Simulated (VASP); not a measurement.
Input of a VASP 6.6.1 run:

INCAR

```
SYSTEM = InB4Pt
PREC = Accurate
ENCUT = 520
EDIFF = 1E-7
ISMEAR = 0
SIGMA = 0.1
LREAL = .False.
LASPH = .True.
NELM = 80
ALGO = Normal
ISIF = 2
LWAVE = .False.
LCHARG = .False.
GGA = PE
NBANDS = 26
```

Contents of KPOINTS:

```
Automatic mesh
0
Gamma
  4 4 4
  0 0 0
```

Contents of POSCAR:

```
InB4Pt
1.0
    4.3274129706      0.0000000000      0.0000000000
    0.0000000000      4.3274129706      0.0000000000
    0.0000000000      0.0000000000      4.9366904134
In B Pt
1 4 1
Direct
    0.0000000000      0.0000000000      0.0000000000
    0.0000000000      0.5000000000      0.8223689138
    0.5000000000      0.0000000000      0.8223689138
    0.0000000000      0.5000000000      0.1776310862
    0.5000000000      0.0000000000      0.1776310862
    0.0000000000      0.0000000000      0.5000000000
```

Potentials or basis: VASP PAW PBE potentials, release 64 (In_d, B, Pt).

Launch:

```console
$ cat potpaw_PBE.64/In_d/POTCAR potpaw_PBE.64/B/POTCAR potpaw_PBE.64/Pt/POTCAR > POTCAR
$ mpirun -np 1 vasp_std > vasp.out
```

(1) Predict the pressure.

(2) Estimate the largest force.

Results:

(1) 0.0 GPa.

(2) 0.007 eV/Å.

Caveat: the k points lie up to 0.36 Å⁻¹ apart.
